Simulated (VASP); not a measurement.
# Pt (Fm-3m) in VASP: notebook

The runs below take Pt through single point, with PBE.

Everything below comes from runs of VASP 6.6.1. Logs are shortened: lines on timing, memory, paths and dates and some standing lists are left out, and cuts for length are marked.

### Step 1. The cell of the first run

The structure is cubic, space group Fm-3m (No. 225). Conventional cell: a = 3.922 Å, b = 3.922 Å, c = 3.922 Å, α = 90.00°, β = 90.00°, γ = 90.00°. Within 3.7 Å of Pt (site symmetry m-3m) lie 12 Pt at 2.77 Å.

### Step 2. Single point, PBE

The input, INCAR:

```
SYSTEM = Pt
PREC = Accurate ; ENCUT = 500
EDIFF = 1E-6 ; ISMEAR = 1
SIGMA = 0.25 ; LREAL = .FALSE.
LASPH = .TRUE. ; NELM = 120
ALGO = Normal ; ISIF = 2
LWAVE = .FALSE. ; LCHARG = .FALSE.
GGA = PE ; NBANDS = 11
GGA_COMPAT = .FALSE.
```

The input, KPOINTS:

```
Automatic mesh
0
G
  6 6 6
  0 0 0
```

The input, POSCAR:

```
Pt
1.0
    0.0000000000      1.9609000000      1.9609000000
    1.9609000000      0.0000000000      1.9609000000
    1.9609000000      1.9609000000      0.0000000000
Pt
1
Direct
    0.0000000000      0.0000000000      0.0000000000
```

Potentials or basis: VASP PAW PBE potentials, release 64 (Pt).

Command:

```bash
> cat potpaw_PBE.64/Pt/POTCAR > POTCAR
> mpirun -np 1 vasp_std > vasp.out
```

OUTCAR:

```text
SYSTEM = Pt
   PREC = Accurate
   ENCUT = 500
   EDIFF = 1E-6
   ISMEAR = 1
   LREAL = .FALSE.
   LASPH = .TRUE.
   NELM = 120
   ISIF = 2
   GGA = PE

 ion  position               nearest neighbor table
   1  0.000  0.000  0.000-

  LATTYP: Found a face centered cubic cell.
 ALAT       =     3.9218000000

  Lattice vectors:

 A1 = (   0.0000000000,   1.9609000000,   1.9609000000)
 A2 = (   1.9609000000,   0.0000000000,   1.9609000000)
 A3 = (   1.9609000000,   1.9609000000,   0.0000000000)

Analysis of symmetry for initial positions (statically):
=====================================================================
 Subroutine PRICEL returns:
 Original cell was already a primitive cell.

 Routine SETGRP: Setting up the symmetry group for a
 face centered cubic supercell.

 Subroutine GETGRP returns: Found 48 space group operations
 (whereof 48 operations were pure point group operations)
 out of a pool of 48 trial point group operations.

The static configuration has the point symmetry O_h .

Analysis of symmetry for dynamics (positions and initial velocities):
=====================================================================
 Subroutine PRICEL returns:
 Original cell was already a primitive cell.

 Routine SETGRP: Setting up the symmetry group for a
 face centered cubic supercell.

 Subroutine GETGRP returns: Found 48 space group operations
 (whereof 48 operations were pure point group operations)
 out of a pool of 48 trial point group operations.

The dynamic configuration has the point symmetry O_h .

 Subroutine INISYM returns: Found 48 space group operations
 (whereof 48 operations are pure point group operations),
 and found     1 'primitive' translations

----------------------------------------------------------------------------------------

                                     Primitive cell

  volume of cell :      15.0798

  direct lattice vectors                    reciprocal lattice vectors
     0.000000000  1.960900000  1.960900000    -0.254984956  0.254984956  0.254984956
     1.960900000  0.000000000  1.960900000     0.254984956 -0.254984956  0.254984956
     1.960900000  1.960900000  0.000000000     0.254984956  0.254984956 -0.254984956

  length of vectors
     2.773131374  2.773131374  2.773131374     0.441646899  0.441646899  0.441646899

  position of ions in fractional coordinates (direct lattice)
     0.000000000  0.000000000  0.000000000

  ion indices of the primitive-cell ions
   primitive index   ion index
                 1           1

----------------------------------------------------------------------------------------

 KPOINTS: Automatic mesh

Automatic generation of k-mesh.
 Grid dimensions read from file:
 generate k-points for:    6    6    6

 Generating k-lattice:

  Cartesian coordinates                     Fractional coordinates (reciprocal lattice)
    -0.042497493  0.042497493  0.042497493     0.166666667  0.000000000  0.000000000
     0.042497493 -0.042497493  0.042497493     0.000000000  0.166666667  0.000000000
     0.042497493  0.042497493 -0.042497493     0.000000000  0.000000000  0.166666667

  Length of vectors
     0.073607816  0.073607816  0.073607816

  Shift w.r.t. Gamma in fractional coordinates (k-lattice)
     0.000000000  0.000000000  0.000000000

 Subroutine IBZKPT returns following result:
 ===========================================

 Found     16 irreducible k-points:

 Following reciprocal coordinates:
            Coordinates               Weight
  0.000000  0.000000  0.000000      1.000000
  0.166667  0.000000  0.000000      8.000000
  0.333333  0.000000  0.000000      8.000000
  0.500000  0.000000  0.000000      4.000000
  0.166667  0.166667  0.000000      6.000000
  0.333333  0.166667  0.000000     24.000000
[... 8 lines left out ...]
 -0.333333  0.333333  0.166667     24.000000
 -0.333333  0.500000  0.166667     12.000000
   k-points           NKPTS =     16   k-points in BZ     NKDIM =     16   number of bands    NBANDS=     11
   number of dos      NEDOS =    301   number of ions     NIONS =      1
   total plane-waves  NPLWV =   8000
   dimension x,y,z NGX =    20 NGY =   20 NGZ =   20
   dimension x,y,z NGXF=    40 NGYF=   40 NGZF=   40
   ions per type =               1
   NGX,Y,Z   is equivalent  to a cutoff of  11.99, 11.99, 11.99 a.u.
   NGXF,Y,Z  is equivalent  to a cutoff of  23.98, 23.98, 23.98 a.u.
 SYSTEM =  Pt
   PREC   = accura    normal or accurate (medium, high low for compatibility)
   ISTART =      0    job   : 0-new  1-cont  2-samecut
   ICHARG =      2    charge: 1-file 2-atom 10-const
   ISPIN  =      1    spin polarized calculation?
   LNONCOLLINEAR =      F non collinear calculations
   LSORBIT =      F    spin-orbit coupling
   LASPH  =      T    aspherical Exc in radial PAW
   ENCUT  =  500.0 eV  36.75 Ry    6.06 a.u.   5.06  5.06  5.06*2*pi/ulx,y,z
   NELM   =    120;   NELMIN=  2; NELMDL= -5     # of ELM steps
   EDIFF  = 0.1E-05   stopping-criterion for ELM
   LREAL  =      F    real-space projection
   EDIFFG = 0.1E-04   stopping-criterion for IOM
   NSW    =      0    number of steps for IOM
   IBRION =     -1    ionic relax: 0-MD 1-quasi-New 2-CG
   NFREE  =      0    steps in history (QN), initial steepest desc. (CG)
   ISIF   =      2    stress and relaxation
   ISYM   =      2    0-nonsym 1-usesym 2-fastsym
   POTIM  = 0.5000    time-step for ionic-motion
   TEBEG  =    0.0;   TEEND  =   0.0 temperature during run
   PSTRESS=    0.0 pullay stress
   NELECT =      10.0000    total number of electrons
   NUPDOWN=      -1.0000    fix difference up-down
   EMIN   =  10.00;   EMAX   =-10.00  energy-range for DOS
   EFERMI =   0.00;   METHOD = LEGACY
   ISMEAR =     1;   SIGMA  =   0.25  broadening in eV -4-tet -1-fermi 0-gaus
   EFERMI_NEDOS =   21; number of points for ismear=-14 and -15
   IALGO  =     38    algorithm
   IMIX   =      4    mixing-type and parameters
     AMIX     =   0.40;   BMIX     =  1.00
     AMIX_MAG =   1.60;   BMIX_MAG =  1.00
  volume/ion in A,a.u.               =      15.08       101.76
  Fermi-wavevector in a.u.,A,eV,Ry     =   1.427609  2.697791 27.729605  2.038068
  Thomas-Fermi vector in A             =   2.547760
   LORBIT       =      0    0 simple, 1 ext, 2 COOP (PROOUT), +10 PAW based schemes
   GGA     = PE    functional components
   LHFCALC =     F    Hartree Fock is set to
   AEXX    =    0.0000 exact exchange contribution
   IVDW    =     0    specifies the selected vdW correction
   LEPSILON=     F    determine dielectric tensor
   LRPA    =     F    only Hartree local field effects (RPA)
 non-spin polarized calculation
 Methfessel and Paxton  Order N= 1 SIGMA  =   0.25
  energy-cutoff  :      500.00
  volume of cell :       15.08
 maximum number of plane-waves:       392
   NGX = 11   NGY = 11   NGZ = 11

 number of electron      10.0000001 magnetization

 Free energy of the ion-electron system (eV)
  ---------------------------------------------------
  ext. energy  EPLUGINS =         0.00000000
  ---------------------------------------------------
  free energy    TOTEN  =        -6.19323381 eV

  energy without entropy =       -6.18841587  energy(sigma->0) =       -6.19162783

 E-fermi :  11.2404     XC(G=0): -13.4978

 val. band max:       11.2302209006   @ k =   0.5000   0.5000   0.0000
 cond. band min:      11.2668585501   @ k =   0.5000   0.0000   0.0000
 fundamental gap:      0.0366376495
 Fermi energy:        11.2403692709

 k-point     1 :       0.0000    0.0000    0.0000
  band No.  band energies     occupation
      1       1.0486      2.00000
      2       7.4481      2.00000
      3       7.4481      2.00000
      4       7.4481      2.00000
      5       9.5966      2.00000
      6       9.5966      2.00000
      7      25.9135      0.00000
      8      30.8752      0.00000
      9      30.8752      0.00000
     10      30.8752      0.00000
     11      36.2268      0.00000

 k-point     2 :       0.1667    0.0000    0.0000
  band No.  band energies     occupation
      1       2.0958      2.00000
      2       7.0895      2.00000
      3       7.7747      2.00000
      4       7.7747      2.00000
      5       9.4926      2.00000
      6       9.4926      2.00000
      7      27.1715      0.00000
      8      27.3407      0.00000
      9      32.4886      0.00000
     10      32.4886      0.00000
     11      36.2115      0.00000

 k-point     3 :       0.3333    0.0000    0.0000
  band No.  band energies     occupation
      1       3.7593      2.00000
      2       7.6432      2.00000
      3       7.6432      2.00000
      4       7.9717      2.00000
      5      10.4009      2.00002
      6      10.4009      2.00002
      7      21.5791      0.00000
      8      26.6845      0.00000
      9      32.6439      0.00000
     10      32.6439      0.00000
     11      36.3309      0.00000

 k-point     4 :       0.5000    0.0000    0.0000
  band No.  band energies     occupation
      1       3.9258      2.00000
      2       7.3828      2.00000
      3       7.3828      2.00000
      4      10.7936      2.02987
      5      11.2669      0.82177
      6      11.2669      0.82177
      7      17.0851      0.00000
      8      25.4798      0.00000
      9      30.2454      0.00000
     10      30.2454      0.00000
     11      39.6708      0.00000
[... 127 lines left out ...]
 k-point    14 :       0.5000    0.3333    0.1667
  band No.  band energies     occupation
      1       5.5304      2.00000
      2       5.9347      2.00000
      3       6.9053      2.00000
      4       9.6594      2.00000
      5      10.1979      2.00000
      6      13.2274     -0.00000
      7      21.9515      0.00000
      8      24.0191      0.00000
      9      27.0438      0.00000
     10      33.5555      0.00000
     11      33.6295      0.00000

 k-point    15 :      -0.3333    0.3333    0.1667
  band No.  band energies     occupation
      1       5.8900      2.00000
      2       5.9885      2.00000
      3       7.1825      2.00000
      4       9.1220      2.00000
      5      11.0928      1.83133
      6      16.8762      0.00000
      7      17.3099      0.00000
      8      23.5449      0.00000
      9      25.3095      0.00000
     10      32.1452      0.00000
     11      36.5471      0.00000

 k-point    16 :      -0.3333    0.5000    0.1667
  band No.  band energies     occupation
      1       5.1145      2.00000
      2       5.5539      2.00000
      3       8.2229      2.00000
      4       9.8532      2.00000
      5      11.7221     -0.02009
      6      17.2797      0.00000
      7      18.6524      0.00000
      8      21.3092      0.00000
      9      23.2563      0.00000
     10      34.7667      0.00000
     11      35.7172      0.00000

------------------------ aborting loop because EDIFF is reached ----------------------------------------

  FORCE on cell =-STRESS in cart. coord.  units (eV):
  Direction    XX          YY          ZZ          XY          YZ          ZX
  --------------------------------------------------------------------------------------
  -------------------------------------------------------------------------------------
  Total        0.6388322      0.6388322      0.6388322     -0.0000000      0.0000000      0.0000000
  in kB       67.8736272     67.8736272     67.8736272     -0.0000000      0.0000000      0.0000000
  external PRESSURE =      67.8736272 kB  Pullay stress =       0.0000000 kB

 VOLUME and BASIS-vectors are now :
 -----------------------------------------------------------------------------
  energy-cutoff  :      500.00
  volume of cell :       15.08
      direct lattice vectors                 reciprocal lattice vectors
     0.000000000  1.960900000  1.960900000    -0.254984956  0.254984956  0.254984956
     1.960900000  0.000000000  1.960900000     0.254984956 -0.254984956  0.254984956
     1.960900000  1.960900000  0.000000000     0.254984956  0.254984956 -0.254984956

 POSITION                                       TOTAL-FORCE (eV/Angst)
 -----------------------------------------------------------------------------------
      0.00000      0.00000      0.00000         0.000000      0.000000      0.000000
 -----------------------------------------------------------------------------------
    total drift:                               -0.000000     -0.000000     -0.000000

  FREE ENERGIE OF THE ION-ELECTRON SYSTEM (eV)
  ---------------------------------------------------
  free  energy   TOTEN  =        -6.1932338062 eV

  energy  without entropy=       -6.1884158686  energy(sigma->0) =       -6.19162783
```

It took 3.9 s on 1 thread of AMD EPYC 7R43 (Zen 3), shared host; peak memory 0.09 GiB.

Results:

```
Free energy            : -6.1932 eV
Pressure               : 6.8 GPa
Band gap on the k mesh : zero (bands 5 and 6 overlap by 2.23 eV)
```

Caveat: the k points lie up to 0.46 Å⁻¹ apart, too coarse for converged energies and pressures of a metal; so wide a smearing shifts energies and pressures; spin-orbit coupling is left out, which moves the levels of the heavy elements.

### Step 3. Single point, PBE

The input, INCAR:

```
PREC = Accurate
ENCUT = 500
EDIFF = 1E-6
ISMEAR = 1
SIGMA = 0.15
LREAL = F
LASPH = T
NELM = 120
ALGO = Normal
ISIF = 2
LWAVE = F
LCHARG = F
GGA = PE
NBANDS = 11
GGA_COMPAT = F
```

The input, KPOINTS:

```
regular mesh
0
Gamma
  6 6 6
```

POSCAR is that of step 2.

Potentials or basis: VASP PAW PBE potentials, release 64 (Pt).

Command:

```bash
> cat potpaw_PBE.64/Pt/POTCAR > POTCAR
> mpirun -np 1 vasp_std > vasp.out
```

Run time: 3.8 s. Hardware: 1 thread of AMD EPYC 7R43 (Zen 3), shared host; peak memory 0.09 GiB.

The run converged. Its results:

| Property | Result |
| --- | --- |
| Free energy | -6.1921 eV |
| Pressure | 6.7 GPa |
| Band gap on the k mesh | zero (bands 5 and 6 overlap by 2.23 eV) |

Levels at points of the mesh, in eV from the Fermi level:
| k point | band 2 | band 3 | band 4 | band 5 | band 6 | band 7 | band 8 | band 9 |
| --- | --- | --- | --- | --- | --- | --- | --- | --- |
| (0.00, 0.00, 0.00) | -3.80 | -3.80 | -3.80 | -1.65 | -1.65 | 14.67 | 19.62 | 19.62 |
| (0.50, 0.00, 0.00) | -3.87 | -3.87 | -0.46 | 0.02 | 0.02 | 5.84 | 14.23 | 19.00 |
| (0.50, 0.50, 0.00) | -6.63 | -0.02 | 0.47 | 0.47 | 1.80 | 8.88 | 11.41 | 11.41 |

Caveat: the k points lie up to 0.46 Å⁻¹ apart, too coarse for converged energies and pressures of a metal; spin-orbit coupling is left out, which moves the levels of the heavy elements.

### Step 4. Single point, PBE

The input, INCAR:

```
SYSTEM = Pt
PREC = Accurate
ENCUT = 500
EDIFF = 1E-6
ISMEAR = 1
SIGMA = 0.1
LREAL = .FALSE.
LASPH = .TRUE.
NELM = 120
ALGO = Normal
ISIF = 2
LWAVE = .FALSE.
LCHARG = .FALSE.
GGA = PE
NBANDS = 11
GGA_COMPAT = .FALSE.
```

The input, KPOINTS:

```
regular mesh
0
G
  6 6 6
  0 0 0
```

POSCAR is that of step 3.

Command:

```bash
> cat potpaw_PBE.64/Pt/POTCAR > POTCAR
> mpirun -np 1 vasp_std > vasp.out
```

It took 4.4 s on 1 thread of AMD EPYC 7R43 (Zen 3), shared host; peak memory 0.09 GiB.

It converged, with:

```yaml
Free_energy: -6.1920 eV
Pressure: 6.7 GPa
Band_gap_on_the_k_mesh: zero (bands 5 and 6 overlap by 2.23 eV)
```

Levels at points of the mesh, in eV from the Fermi level:
```tsv
k point	band 3	band 4	band 5	band 6	band 7	band 8
(0.00, 0.00, 0.00)	-3.82	-3.82	-1.67	-1.67	14.65	19.61
(0.50, 0.00, 0.00)	-3.88	-0.47	0.00	0.00	5.82	14.22
(0.50, 0.50, 0.00)	-0.03	0.46	0.46	1.78	8.86	11.39
```

Caveat: the k points lie up to 0.46 Å⁻¹ apart, too coarse for converged energies and pressures of a metal; spin-orbit coupling is left out, which moves the levels of the heavy elements.

(Continued in part 2 of 2.)

The gap in the log of VASP goes by the Fermi energy; the results here count the filled bands.